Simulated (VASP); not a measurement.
# Au (I4/mmm) in VASP: further runs

Runs on Au. Level: PBEsol. Tasks: single point.

All numbers are computed with VASP 6.6.1; they aren't measurements. Logs are shortened: lines on timing, memory, paths and dates and some standing lists are left out, and cuts for length are marked.

## Step 1: The cell of the first run

It takes space group I4/mmm (No. 139, tetragonal). The conventional cell has a = 2.777 Å, b = 2.777 Å, c = 4.091 Å, α = 90.00°, β = 90.00°, γ = 90.00°. Au (site symmetry 4/mmm) has 12 Au at 2.78 to 2.84 Å within 3.7 Å.

## Step 2: Single point, PBEsol (strain -0.040 along x and y, +0.000 along z)

The input, INCAR:

```
  ALGO = Normal
  EDIFF = 1E-6
  ENCUT = 520
  GGA = PS
  ISIF = 2
  ISMEAR = 0
  LASPH = True
  LCHARG = False
  LREAL = False
  LWAVE = False
  NBANDS = 12
  NELM = 60
  PREC = Accurate
  SIGMA = 0.15
```

The input, KPOINTS:

```
k-points
0
Gamma
  20 20 20
```

The input, POSCAR:

```
Au
1.0
    0.0000000000      1.9636800000      2.0455000000
    1.9636800000      0.0000000000      2.0455000000
    1.9636800000      1.9636800000      0.0000000000
Au
1
Direct
    0.0000000000      0.0000000000      0.0000000000
```

Potentials or basis: VASP PAW PBE potentials, release 64 (Au).

Started as:

```console
cat potpaw_PBE.64/Au/POTCAR > POTCAR
mpirun -np 1 vasp_std > vasp.out
```

OUTCAR:

```text
EDIFF = 1E-6
   ENCUT = 520
   GGA = PS
   ISIF = 2
   ISMEAR = 0
   LASPH = True
   LREAL = False
   NELM = 60
   PREC = Accurate

 ion  position               nearest neighbor table
   1  0.000  0.000  0.000-

  LATTYP: Found a body centered tetragonal cell.
 ALAT       =     2.7770628882
 C/A-ratio  =     1.4731391275

  Lattice vectors:

 A1 = (  -1.9636800000,   0.0000000000,   2.0455000000)
 A2 = (   1.9636800000,   0.0000000000,   2.0455000000)
 A3 = (   0.0000000000,   1.9636800000,  -2.0455000000)

Analysis of symmetry for initial positions (statically):
=====================================================================
 Subroutine PRICEL returns:
 Original cell was already a primitive cell.

 Routine SETGRP: Setting up the symmetry group for a
 body centered tetragonal supercell.

 Subroutine GETGRP returns: Found 16 space group operations
 (whereof 16 operations were pure point group operations)
 out of a pool of 16 trial point group operations.

The static configuration has the point symmetry D_4h.

Analysis of symmetry for dynamics (positions and initial velocities):
=====================================================================
 Subroutine PRICEL returns:
 Original cell was already a primitive cell.

 Routine SETGRP: Setting up the symmetry group for a
 body centered tetragonal supercell.

 Subroutine GETGRP returns: Found 16 space group operations
 (whereof 16 operations were pure point group operations)
 out of a pool of 16 trial point group operations.

The dynamic configuration has the point symmetry D_4h.

 Subroutine INISYM returns: Found 16 space group operations
 (whereof 16 operations are pure point group operations),
 and found     1 'primitive' translations

----------------------------------------------------------------------------------------

                                     Primitive cell

  volume of cell :      15.7751

  direct lattice vectors                    reciprocal lattice vectors
     0.000000000  1.963680000  2.045500000    -0.254623971  0.254623971  0.244439012
     1.963680000  0.000000000  2.045500000     0.254623971 -0.254623971  0.244439012
     1.963680000  1.963680000  0.000000000     0.254623971  0.254623971 -0.244439012

  length of vectors
     2.835508666  2.835508666  2.777062888     0.435220823  0.435220823  0.435220823

  position of ions in fractional coordinates (direct lattice)
     0.000000000  0.000000000  0.000000000

  ion indices of the primitive-cell ions
   primitive index   ion index
                 1           1

----------------------------------------------------------------------------------------

 KPOINTS: k-points

Automatic generation of k-mesh.
 Grid dimensions read from file:
 generate k-points for:   20   20   20

 Generating k-lattice:

  Cartesian coordinates                     Fractional coordinates (reciprocal lattice)
    -0.012731199  0.012731199  0.012221951     0.050000000  0.000000000  0.000000000
     0.012731199 -0.012731199  0.012221951     0.000000000  0.050000000  0.000000000
     0.012731199  0.012731199 -0.012221951     0.000000000  0.000000000  0.050000000

  Length of vectors
     0.021761041  0.021761041  0.021761041

  Shift w.r.t. Gamma in fractional coordinates (k-lattice)
     0.000000000  0.000000000  0.000000000

 Subroutine IBZKPT returns following result:
 ===========================================

 Found    641 irreducible k-points:

 Following reciprocal coordinates:
            Coordinates               Weight
  0.000000  0.000000  0.000000      1.000000
  0.050000  0.000000  0.000000      8.000000
  0.100000  0.000000  0.000000      8.000000
  0.150000  0.000000  0.000000      8.000000
  0.200000  0.000000  0.000000      8.000000
  0.250000 -0.000000  0.000000      8.000000
[... 16 lines left out ...]
 -0.400000  0.050000  0.000000      8.000000
 -0.350000  0.050000  0.000000      8.000000
 [... further k-points ...]
   k-points           NKPTS =    641   k-points in BZ     NKDIM =    641   number of bands    NBANDS=     12
   number of dos      NEDOS =    301   number of ions     NIONS =      1
   total plane-waves  NPLWV =  13824
   dimension x,y,z NGX =    24 NGY =   24 NGZ =   24
   dimension x,y,z NGXF=    48 NGYF=   48 NGZF=   48
   ions per type =               1
   NGX,Y,Z   is equivalent  to a cutoff of  14.07, 14.07, 14.37 a.u.
   NGXF,Y,Z  is equivalent  to a cutoff of  28.14, 28.14, 28.73 a.u.
 SYSTEM =  unknown system
   PREC   = accura    normal or accurate (medium, high low for compatibility)
   ISTART =      0    job   : 0-new  1-cont  2-samecut
   ICHARG =      2    charge: 1-file 2-atom 10-const
   ISPIN  =      1    spin polarized calculation?
   LNONCOLLINEAR =      F non collinear calculations
   LSORBIT =      F    spin-orbit coupling
   LASPH  =      T    aspherical Exc in radial PAW
   ENCUT  =  520.0 eV  38.22 Ry    6.18 a.u.   5.27  5.27  5.16*2*pi/ulx,y,z
   NELM   =     60;   NELMIN=  2; NELMDL= -5     # of ELM steps
   EDIFF  = 0.1E-05   stopping-criterion for ELM
   LREAL  =      F    real-space projection
   EDIFFG = 0.1E-04   stopping-criterion for IOM
   NSW    =      0    number of steps for IOM
   IBRION =     -1    ionic relax: 0-MD 1-quasi-New 2-CG
   NFREE  =      0    steps in history (QN), initial steepest desc. (CG)
   ISIF   =      2    stress and relaxation
   ISYM   =      2    0-nonsym 1-usesym 2-fastsym
   POTIM  = 0.5000    time-step for ionic-motion
   TEBEG  =    0.0;   TEEND  =   0.0 temperature during run
   PSTRESS=    0.0 pullay stress
   NELECT =      11.0000    total number of electrons
   NUPDOWN=      -1.0000    fix difference up-down
   EMIN   =  10.00;   EMAX   =-10.00  energy-range for DOS
   EFERMI =   0.00;   METHOD = LEGACY
   ISMEAR =     0;   SIGMA  =   0.15  broadening in eV -4-tet -1-fermi 0-gaus
   EFERMI_NEDOS =   21; number of points for ismear=-14 and -15
   IALGO  =     38    algorithm
   IMIX   =      4    mixing-type and parameters
     AMIX     =   0.40;   BMIX     =  1.00
     AMIX_MAG =   1.60;   BMIX_MAG =  1.00
  volume/ion in A,a.u.               =      15.78       106.46
  Fermi-wavevector in a.u.,A,eV,Ry     =   1.451717  2.743348 28.674053  2.107483
  Thomas-Fermi vector in A             =   2.569182
   LORBIT       =      0    0 simple, 1 ext, 2 COOP (PROOUT), +10 PAW based schemes
   GGA     = PS    functional components
   LHFCALC =     F    Hartree Fock is set to
   AEXX    =    0.0000 exact exchange contribution
   IVDW    =     0    specifies the selected vdW correction
   LEPSILON=     F    determine dielectric tensor
   LRPA    =     F    only Hartree local field effects (RPA)
 non-spin polarized calculation
 Gauss-broadening in eV      SIGMA  =   0.15
  energy-cutoff  :      520.00
  volume of cell :       15.78
 maximum number of plane-waves:       438
 NGX is ok and might be reduce to    24
   NGX = 11   NGY = 11   NGZ = 11

 number of electron      11.0000001 magnetization

 Free energy of the ion-electron system (eV)
  ---------------------------------------------------
  ext. energy  EPLUGINS =         0.00000000
  ---------------------------------------------------
  free energy    TOTEN  =        -3.86613893 eV

  energy without entropy =       -3.86295683  energy(sigma->0) =       -3.86454788

 E-fermi :  10.6480     XC(G=0): -13.3463

 val. band max:       10.6320486936   @ k =  -0.3000   0.2000   0.0000
 cond. band min:      10.6511158402   @ k =  -0.3500   0.1500   0.1000
 fundamental gap:      0.0190671466
 Fermi energy:        10.6479968466

 k-point     1 :       0.0000    0.0000    0.0000
  band No.  band energies     occupation
      1      -0.1469      2.00000
      2       5.2275      2.00000
      3       5.6506      2.00000
      4       5.6506      2.00000
      5       7.0107      2.00000
      6       7.4801      2.00000
      7      25.0165      0.00000
      8      28.8789      0.00000
      9      29.7150      0.00000
     10      29.7150      0.00000
     11      34.5888      0.00000
     12      39.8431      0.00000

 k-point     2 :       0.0500    0.0000    0.0000
  band No.  band energies     occupation
      1      -0.0527      2.00000
      2       5.2421      2.00000
      3       5.6356      2.00000
      4       5.6848      2.00000
      5       6.9991      2.00000
      6       7.4580      2.00000
      7      25.1418      0.00000
      8      28.6674      0.00000
      9      29.4535      0.00000
     10      29.8413      0.00000
     11      35.1692      0.00000
     12      38.4828      0.00000

 k-point     3 :       0.1000    0.0000    0.0000
  band No.  band energies     occupation
      1       0.2234      2.00000
      2       5.2549      2.00000
      3       5.6212      2.00000
      4       5.7784      2.00000
      5       6.9787      2.00000
      6       7.4029      2.00000
      7      25.4737      0.00000
      8      27.5371      0.00000
      9      29.6465      0.00000
     10      30.2057      0.00000
     11      35.5304      0.00000
     12      37.5134      0.00000

 k-point     4 :       0.1500    0.0000    0.0000
  band No.  band energies     occupation
      1       0.6597      2.00000
      2       5.2192      2.00000
      3       5.6515      2.00000
      4       5.9009      2.00000
      5       6.9948      2.00000
      6       7.3507      2.00000
      7      25.6332      0.00000
      8      26.2766      0.00000
      9      30.1812      0.00000
     10      30.7585      0.00000
     11      34.1273      0.00000
     12      36.6280      0.00000

 k-point     5 :       0.2000    0.0000    0.0000
  band No.  band energies     occupation
      1       1.2079      2.00000
      2       5.1920      2.00000
      3       5.6759      2.00000
      4       5.9963      2.00000
      5       7.1118      2.00000
      6       7.3631      2.00000
      7      24.1414      0.00000
      8      26.3552      0.00000
      9      30.8347      0.00000
     10      31.3739      0.00000
     11      33.0074      0.00000
     12      35.0701      0.00000
[... 228 lines left out ...]
      1       2.6148      2.00000
      2       5.2178      2.00000
      3       5.7116      2.00000
      4       8.0662      2.00000
      5       8.5451      2.00000
      6       9.8355      2.00000
      7      14.2225      0.00000
      8      24.4386      0.00000
      9      27.7159      0.00000
     10      28.5746      0.00000
     11      36.2824      0.00000
     12      37.0241      0.00000

 k-point    22 :      -0.4500    0.0500    0.0000
  band No.  band energies     occupation
      1       2.6173      2.00000
      2       5.2365      2.00000
      3       5.7082      2.00000
      4       8.0159      2.00000
      5       8.4562      2.00000
      6       9.7776      2.00000
      7      14.4222      0.00000
      8      24.4546      0.00000
      9      27.5678      0.00000
     10      28.8806      0.00000
     11      36.0504      0.00000
     12      37.1442      0.00000

 k-point    23 :      -0.4000    0.0500    0.0000
  band No.  band energies     occupation
      1       2.6167      2.00000
      2       5.2966      2.00000
      3       5.7511      2.00000
      4       7.4905      2.00000
      5       8.2480      2.00000
      6       9.1790      2.00000
      7      15.7881      0.00000
      8      24.6628      0.00000
      9      27.8012      0.00000
     10      29.5482      0.00000
     11      35.3841      0.00000
     12      36.8761      0.00000

 k-point    24 :      -0.3500    0.0500    0.0000
  band No.  band energies     occupation
      1       2.5744      2.00000
      2       5.3855      2.00000
      3       5.8341      2.00000
      4       6.6389      2.00000
      5       7.9563      2.00000
      6       8.6446      2.00000
      7      17.6148      0.00000
      8      25.0454      0.00000
      9      28.3625      0.00000
     10      30.5428      0.00000
     11      34.3536      0.00000
     12      36.0693      0.00000

 [... further k-points ...]

------------------------ aborting loop because EDIFF is reached ----------------------------------------

  FORCE on cell =-STRESS in cart. coord.  units (eV):
  Direction    XX          YY          ZZ          XY          YZ          ZX
  --------------------------------------------------------------------------------------
  -------------------------------------------------------------------------------------
  Total        1.6540253      1.6540253      1.4646039      0.0000000     -0.0000000      0.0000000
  in kB      167.9893733    167.9893733    148.7509828      0.0000000     -0.0000000      0.0000000
  external PRESSURE =     161.5765765 kB  Pullay stress =       0.0000000 kB

 VOLUME and BASIS-vectors are now :
 -----------------------------------------------------------------------------
  energy-cutoff  :      520.00
  volume of cell :       15.78
      direct lattice vectors                 reciprocal lattice vectors
     0.000000000  1.963680000  2.045500000    -0.254623971  0.254623971  0.244439012
     1.963680000  0.000000000  2.045500000     0.254623971 -0.254623971  0.244439012
     1.963680000  1.963680000  0.000000000     0.254623971  0.254623971 -0.244439012

 POSITION                                       TOTAL-FORCE (eV/Angst)
 -----------------------------------------------------------------------------------
      0.00000      0.00000      0.00000         0.000000      0.000000     -0.000000
 -----------------------------------------------------------------------------------
    total drift:                               -0.000000      0.000000      0.000000

  FREE ENERGIE OF THE ION-ELECTRON SYSTEM (eV)
  ---------------------------------------------------
  free  energy   TOTEN  =        -3.8661389271 eV

  energy  without entropy=       -3.8629568262  energy(sigma->0) =       -3.86454788
```

Wall time 1.9 min (1 thread of Intel Xeon 8259CL, shared host); peak memory 0.24 GiB.

Results:

* Free energy: -3.8661 eV
* Pressure: 16.2 GPa
* Band gap on the k mesh: zero (an odd number of electrons rules out a gap without spin polarisation)

Stress tensor (GPa, compression positive):
```
16.80  0.00  0.00
 0.00 16.80  0.00
 0.00  0.00 14.88
```

Caveat: the cell differs from its parent crystal (strain -0.040 along x and y, +0.000 along z); the cell stands under pressure; the PAW data sets were made with another functional, which shifts forces and pressure a little; spin-orbit coupling is left out, which moves the levels of the heavy elements.

## Step 3: Single point, PBEsol (strain +0.000 along x and y, -0.040 along z)

The input, INCAR:

```
SYSTEM = Au
ALGO = Normal
EDIFF = 1E-6
ENCUT = 520
GGA = PS
ISIF = 2
ISMEAR = 0
LASPH = .TRUE.
LCHARG = .FALSE.
LREAL = .FALSE.
LWAVE = .FALSE.
NBANDS = 12
NELM = 60
PREC = Accurate
SIGMA = 0.15
```

The input, KPOINTS:

```
k-points
0
G
  20 20 20
  0 0 0
```

The input, POSCAR:

```
Au
1.0
    0.0000000000      2.0455000000      1.9636800000
    2.0455000000      0.0000000000      1.9636800000
    2.0455000000      2.0455000000      0.0000000000
Au
1
Direct
    0.0000000000      0.0000000000      0.0000000000
```

Potentials or basis: VASP PAW PBE potentials, release 64 (Au).

Started as:

```console
cat potpaw_PBE.64/Au/POTCAR > POTCAR
mpirun -np 1 vasp_std > vasp.out
```

It took 1.9 min on 1 thread of Intel Xeon 8259CL, shared host; peak memory 0.25 GiB.

Results (log left out):

```yaml
Free_energy: -3.9127 eV
Pressure: 6.5 GPa
Band_gap_on_the_k_mesh: zero (an odd number of electrons rules out a gap without spin polarisation)
```

Stress tensor (GPa, compression positive):
```
6.09 0.00 0.00
0.00 6.09 0.00
0.00 0.00 7.33
```

Levels at points of the mesh, in eV from the Fermi level:
```csv
k point,band 4,band 5,band 6,band 7,band 8,band 9
"(0.00, 0.00, 0.00)",-4.64,-3.48,-3.06,14.46,18.38,18.38
"(0.50, 0.00, 0.00)",-2.08,-1.88,-1.20,3.26,13.82,16.92
"(0.50, 0.50, 0.00)",-1.62,-1.62,1.34,6.69,9.56,9.56
"(0.50, 0.00, 0.50)",-1.79,-1.50,0.61,5.72,10.24,10.37
```

Caveat: the cell differs from its parent crystal (strain +0.000 along x and y, -0.040 along z); the cell stands under pressure; the PAW data sets were made with another functional, which shifts forces and pressure a little; spin-orbit coupling is left out, which moves the levels of the heavy elements.

[end of part 1 of 2]
